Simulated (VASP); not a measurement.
# TiC (I4/mmm) in VASP: notebook

Runs on TiC. Level: PBEsol. Tasks: single point.

Program: VASP 6.6.1. These are calculated values, not measurements. Logs are shortened: lines on timing, memory, paths and dates and some standing lists are left out, and cuts for length are marked.

### 1 The cell of the first run

It takes space group I4/mmm (No. 139, tetragonal). Conventional cell: a = 3.063 Å, b = 3.063 Å, c = 4.158 Å, α = 90.00°, β = 90.00°, γ = 90.00°. Ti (site symmetry 4/mmm) has 6 C at 2.08 to 2.17 Å within 2.8 Å. C (site symmetry 4/mmm) has 6 Ti at 2.08 to 2.17 Å within 2.8 Å.

### 2 Single point, PBEsol

INCAR reads:

```
SYSTEM = TiC
ALGO = Normal
EDIFF = 1E-7
ENCUT = 520
GGA = PS
ISIF = 2
ISMEAR = -1
LASPH = .TRUE.
LCHARG = .TRUE.
LELF = .TRUE.
LREAL = .FALSE.
LVHAR = .TRUE.
LWAVE = .FALSE.
NBANDS = 15
NELM = 60
PREC = Accurate
SIGMA = 0.05
```

KPOINTS reads:

```
k-points
0
G
  9 9 9
  0 0 0
```

POSCAR reads:

```
TiC
1.0
    0.0000000000      2.1657188437      2.0790900900
    2.1657188437      0.0000000000      2.0790900900
    2.1657188437      2.1657188437      0.0000000000
Ti C
1 1
Direct
    0.0000000000      0.0000000000      0.0000000000
    0.5000000000      0.5000000000      0.5000000000
```

Potentials or basis: VASP PAW PBE potentials, release 64 (Ti_sv, C).

Launch:

```
> cat potpaw_PBE.64/Ti_sv/POTCAR potpaw_PBE.64/C/POTCAR > POTCAR
> mpirun -np 1 vasp_std > vasp.out
```

OUTCAR:

```text
SYSTEM = TiC
   EDIFF = 1E-7
   ENCUT = 520
   GGA = PS
   ISIF = 2
   ISMEAR = -1
   LASPH = .TRUE.
   LREAL = .FALSE.
   NELM = 60
   PREC = Accurate

 ion  position               nearest neighbor table
   1  0.000  0.000  0.000-   2 2.08   2 2.08   2 2.17   2 2.17   2 2.17   2 2.17
   2  0.500  0.500  0.500-   1 2.08   1 2.08   1 2.17   1 2.17   1 2.17   1 2.17

  LATTYP: Found a body centered tetragonal cell.
 ALAT       =     3.0627889610
 C/A-ratio  =     1.3576450199

  Lattice vectors:

 A1 = (   0.0000000000,  -2.1657188437,  -2.0790900900)
 A2 = (   0.0000000000,   2.1657188437,  -2.0790900900)
 A3 = (   2.1657188437,   0.0000000000,   2.0790900900)

Analysis of symmetry for initial positions (statically):
=====================================================================
 Subroutine PRICEL returns:
 Original cell was already a primitive cell.

 Routine SETGRP: Setting up the symmetry group for a
 body centered tetragonal supercell.

 Subroutine GETGRP returns: Found 16 space group operations
 (whereof 16 operations were pure point group operations)
 out of a pool of 16 trial point group operations.

The static configuration has the point symmetry D_4h.

Analysis of symmetry for dynamics (positions and initial velocities):
=====================================================================
 Subroutine PRICEL returns:
 Original cell was already a primitive cell.

 Routine SETGRP: Setting up the symmetry group for a
 body centered tetragonal supercell.

 Subroutine GETGRP returns: Found 16 space group operations
 (whereof 16 operations were pure point group operations)
 out of a pool of 16 trial point group operations.

The dynamic configuration has the point symmetry D_4h.

 Subroutine INISYM returns: Found 16 space group operations
 (whereof 16 operations are pure point group operations),
 and found     1 'primitive' translations

----------------------------------------------------------------------------------------

                                     Primitive cell

  volume of cell :      19.5033

  direct lattice vectors                    reciprocal lattice vectors
     0.000000000  2.165718844  2.079090090    -0.230870227  0.230870227  0.240489819
     2.165718844  0.000000000  2.079090090     0.230870227 -0.230870227  0.240489819
     2.165718844  2.165718844  0.000000000     0.230870227  0.230870227 -0.240489819

  length of vectors
     3.002158176  3.002158176  3.062788961     0.405508910  0.405508910  0.405508910

  position of ions in fractional coordinates (direct lattice)
[... 8 lines left out ...]
----------------------------------------------------------------------------------------

 KPOINTS: k-points

Automatic generation of k-mesh.
 Grid dimensions read from file:
 generate k-points for:    9    9    9

 Generating k-lattice:

  Cartesian coordinates                     Fractional coordinates (reciprocal lattice)
    -0.025652247  0.025652247  0.026721091     0.111111111 -0.000000000  0.000000000
     0.025652247 -0.025652247  0.026721091    -0.000000000  0.111111111  0.000000000
     0.025652247  0.025652247 -0.026721091     0.000000000  0.000000000  0.111111111

  Length of vectors
     0.045056546  0.045056546  0.045056546

  Shift w.r.t. Gamma in fractional coordinates (k-lattice)
     0.000000000  0.000000000  0.000000000

 Subroutine IBZKPT returns following result:
 ===========================================

 Found     75 irreducible k-points:

 Following reciprocal coordinates:
            Coordinates               Weight
  0.000000  0.000000  0.000000      1.000000
  0.111111 -0.000000  0.000000      8.000000
  0.222222  0.000000  0.000000      8.000000
  0.333333 -0.000000  0.000000      8.000000
  0.444444  0.000000  0.000000      8.000000
  0.111111  0.111111  0.000000      2.000000
[... 16 lines left out ...]
 -0.333333  0.333333  0.000000      4.000000
  0.444444  0.444444  0.000000      2.000000
 [... further k-points ...]
   k-points           NKPTS =     75   k-points in BZ     NKDIM =     75   number of bands    NBANDS=     15
   number of dos      NEDOS =    301   number of ions     NIONS =      2
   total plane-waves  NPLWV =  13824
   dimension x,y,z NGX =    24 NGY =   24 NGZ =   24
   dimension x,y,z NGXF=    48 NGYF=   48 NGZF=   48
   ions per type =               1   1
   NGX,Y,Z   is equivalent  to a cutoff of  13.29, 13.29, 13.03 a.u.
   NGXF,Y,Z  is equivalent  to a cutoff of  26.58, 26.58, 26.05 a.u.
 SYSTEM =  TiC
   PREC   = accura    normal or accurate (medium, high low for compatibility)
   ISTART =      0    job   : 0-new  1-cont  2-samecut
   ICHARG =      2    charge: 1-file 2-atom 10-const
   ISPIN  =      1    spin polarized calculation?
   LNONCOLLINEAR =      F non collinear calculations
   LSORBIT =      F    spin-orbit coupling
   LASPH  =      T    aspherical Exc in radial PAW
   ENCUT  =  520.0 eV  38.22 Ry    6.18 a.u.   5.58  5.58  5.69*2*pi/ulx,y,z
   NELM   =     60;   NELMIN=  2; NELMDL= -5     # of ELM steps
   EDIFF  = 0.1E-06   stopping-criterion for ELM
   LREAL  =      F    real-space projection
   EDIFFG = 0.1E-05   stopping-criterion for IOM
   NSW    =      0    number of steps for IOM
   IBRION =     -1    ionic relax: 0-MD 1-quasi-New 2-CG
   NFREE  =      0    steps in history (QN), initial steepest desc. (CG)
   ISIF   =      2    stress and relaxation
   ISYM   =      2    0-nonsym 1-usesym 2-fastsym
   POTIM  = 0.5000    time-step for ionic-motion
   TEBEG  =    0.0;   TEEND  =   0.0 temperature during run
   PSTRESS=    0.0 pullay stress
   NELECT =      16.0000    total number of electrons
   NUPDOWN=      -1.0000    fix difference up-down
   EMIN   =  10.00;   EMAX   =-10.00  energy-range for DOS
   EFERMI =   0.00;   METHOD = LEGACY
   ISMEAR =    -1;   SIGMA  =   0.05  broadening in eV -4-tet -1-fermi 0-gaus
   EFERMI_NEDOS =   21; number of points for ismear=-14 and -15
   IALGO  =     38    algorithm
   IMIX   =      4    mixing-type and parameters
     AMIX     =   0.40;   BMIX     =  1.00
     AMIX_MAG =   1.60;   BMIX_MAG =  1.00
  volume/ion in A,a.u.               =       9.75        65.81
  Fermi-wavevector in a.u.,A,eV,Ry     =   1.532542  2.896084 31.955793  2.348684
  Thomas-Fermi vector in A             =   2.639733
   LORBIT       =      0    0 simple, 1 ext, 2 COOP (PROOUT), +10 PAW based schemes
   GGA     = PS    functional components
   LHFCALC =     F    Hartree Fock is set to
   AEXX    =    0.0000 exact exchange contribution
   IVDW    =     0    specifies the selected vdW correction
   LEPSILON=     F    determine dielectric tensor
   LRPA    =     F    only Hartree local field effects (RPA)
 non-spin polarized calculation
  energy-cutoff  :      520.00
  volume of cell :       19.50
 maximum number of plane-waves:       542
   NGX = 11   NGY = 11   NGZ = 11

 number of electron      16.0000004 magnetization

 Free energy of the ion-electron system (eV)
  ---------------------------------------------------
  ext. energy  EPLUGINS =         0.00000000
  ---------------------------------------------------
  free energy    TOTEN  =       -19.76519235 eV

  energy without entropy =      -19.76287780  energy(sigma->0) =      -19.76403507

 E-fermi :   9.8088     XC(G=0): -13.0697

 val. band max:        9.7662957974   @ k =   0.1111  -0.0000   0.0000
 cond. band min:       9.8268959936   @ k =   0.4444   0.0000   0.4444
 fundamental gap:      0.0606001962
 Fermi energy:         9.8088332371

 k-point     1 :       0.0000    0.0000    0.0000
  band No.  band energies     occupation
      1     -46.4161      2.00000
      2     -22.5351      2.00000
      3     -22.5351      2.00000
      4     -22.4921      2.00000
      5      -2.7684      2.00000
      6      10.3668      0.00003
      7      10.3668      0.00003
      8      10.6843      0.00000
      9      11.4430      0.00000
     10      11.4853      0.00000
     11      11.4853      0.00000
     12      11.6734      0.00000
     13      11.7190      0.00000
     14      20.9261      0.00000
     15      23.8967      0.00000

 k-point     2 :       0.1111   -0.0000    0.0000
  band No.  band energies     occupation
      1     -46.4056      2.00000
      2     -22.5963      2.00000
      3     -22.5439      2.00000
      4     -22.5074      2.00000
      5      -2.4742      2.00000
      6       9.3187      1.99989
      7       9.5641      1.98513
      8       9.7663      1.40145
      9      10.8258      0.00000
     10      10.9438      0.00000
     11      12.0767      0.00000
     12      13.3438      0.00000
     13      13.6366      0.00000
     14      21.3630      0.00000
     15      24.0331      0.00000

 k-point     3 :       0.2222    0.0000    0.0000
  band No.  band energies     occupation
      1     -46.3789      2.00000
      2     -22.7719      2.00000
      3     -22.5659      2.00000
      4     -22.5219      2.00000
      5      -1.6509      2.00000
      6       7.4457      2.00000
      7       8.2210      2.00000
      8       8.3640      2.00000
      9      11.4240      0.00000
     10      11.4639      0.00000
     11      12.6259      0.00000
     12      15.2758      0.00000
     13      15.6613      0.00000
     14      21.5695      0.00000
     15      24.3198      0.00000
[... 343 lines left out ...]
 k-point    23 :      -0.3333    0.3333    0.0000
  band No.  band energies     occupation
      1     -46.2997      2.00000
      2     -22.9114      2.00000
      3     -22.8676      2.00000
      4     -22.6759      2.00000
      5       0.3095      2.00000
      6       5.4775      2.00000
      7       6.7728      2.00000
      8       7.5163      2.00000
      9      11.9784      0.00000
     10      12.7540      0.00000
     11      13.8935      0.00000
     12      15.7565      0.00000
     13      16.4685      0.00000
     14      22.1065      0.00000
     15      23.9771      0.00000

 k-point    24 :       0.4444    0.4444    0.0000
  band No.  band energies     occupation
      1     -46.2902      2.00000
      2     -23.0026      2.00000
      3     -22.7523      2.00000
      4     -22.7523      2.00000
      5      -0.3810      2.00000
      6       6.4742      2.00000
      7       8.0056      2.00000
      8       9.5182      1.99404
      9       9.5182      1.99404
     10      12.6585      0.00000
     11      13.6372      0.00000
     12      13.6372      0.00000
     13      16.4945      0.00000
     14      21.9911      0.00000
     15      24.7837      0.00000

 [... further k-points ...]
[... 5 lines left out ...]
  --------------------------------------------------------------------------------------
  -------------------------------------------------------------------------------------
  Total       -0.2068954     -0.2068954      2.2506692      0.0000000     -0.0000000      0.0000000
  in kB      -16.9962823    -16.9962823    184.8905879      0.0000000     -0.0000000      0.0000000
  external PRESSURE =      50.2993411 kB  Pullay stress =       0.0000000 kB

 VOLUME and BASIS-vectors are now :
 -----------------------------------------------------------------------------
  energy-cutoff  :      520.00
  volume of cell :       19.50
      direct lattice vectors                 reciprocal lattice vectors
     0.000000000  2.165718844  2.079090090    -0.230870227  0.230870227  0.240489819
     2.165718844  0.000000000  2.079090090     0.230870227 -0.230870227  0.240489819
     2.165718844  2.165718844  0.000000000     0.230870227  0.230870227 -0.240489819

 POSITION                                       TOTAL-FORCE (eV/Angst)
 -----------------------------------------------------------------------------------
      0.00000      0.00000      0.00000        -0.000000     -0.000000      0.000000
      2.16572      2.16572      2.07909         0.000000      0.000000     -0.000000
 -----------------------------------------------------------------------------------
    total drift:                                0.000000     -0.000000     -0.000000

  FREE ENERGIE OF THE ION-ELECTRON SYSTEM (eV)
  ---------------------------------------------------
  free  energy   TOTEN  =       -19.7651923480 eV

  energy  without entropy=      -19.7628778003  energy(sigma->0) =      -19.76403507
```

It took 10 s on 1 thread of Intel Xeon 6975P-C (Granite Rapids), shared host; peak memory 0.15 GiB.

Results:

```yaml
Free_energy: -19.7652 eV
Pressure: 5.0 GPa
Band_gap_on_the_k_mesh: zero (band 8 reaches 10.68 eV, above the bottom of band 9 at 9.18 eV)
```

Levels at points of the mesh, in eV from the Fermi level:
```
           k point  band 4  band 5  band 6  band 7  band 8  band 9  band 10  band 11  band 12  band 13
(0.00, 0.00, 0.00)  -32.30  -12.58    0.56    0.56    0.88    1.63     1.68     1.68     1.86     1.91
```

Caveat: the PAW data sets were made with another functional, which shifts forces and pressure a little.

(Continued in part 2 of 2.)
